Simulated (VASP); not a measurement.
A run of VASP 6.6.1 is set up as follows.

Contents of INCAR:

```
  PREC = Accurate
  ENCUT = 520
  EDIFF = 1E-6
  ISMEAR = 0
  SIGMA = 0.02
  LREAL = F
  LASPH = T
  NELM = 80
  ALGO = Normal
  ISIF = 2
  LWAVE = F
  LCHARG = F
  GGA = PE
  NBANDS = 50
  KPAR = 4
```

KPOINTS

```
regular mesh
0
Gamma
  12 12 6
```

File POSCAR:

```
SnO
1.0
    2.7369120000     -2.7377960000      0.0000000000
    2.7369120000      2.7377960000      0.0000000000
    0.0000000000      0.0000000000     10.2219600000
Sn O
4 4
Direct
    0.7365470000      0.2634530000      0.8638580000
    0.2634530000      0.7365470000      0.1361420000
    0.7634530000      0.2365470000      0.3638580000
    0.2365470000      0.7634530000      0.6361420000
    0.2619440000      0.2380560000      0.2500000000
    0.7380560000      0.7619440000      0.7500000000
    0.2380560000      0.2619440000      0.7500000000
    0.7619440000      0.7380560000      0.2500000000
```

Potentials or basis: VASP PAW PBE potentials, release 64 (Sn_d, O).

Command:

```sh
$ cat potpaw_PBE.64/Sn_d/POTCAR potpaw_PBE.64/O/POTCAR > POTCAR
$ mpirun -np 4 vasp_std > vasp.out
```

(1) What does it give for the pressure?

(2) Estimate the band gap on the k mesh.

(3) What does it give for the largest force?

## Answers

(1) -0.2 GPa.

(2) 0.54 eV.

(3) 0.050 eV/Å.

Caveat: semilocal functionals underestimate gaps, and a narrow one can read as zero; spin-orbit coupling is left out, which moves the levels of the heavy elements.
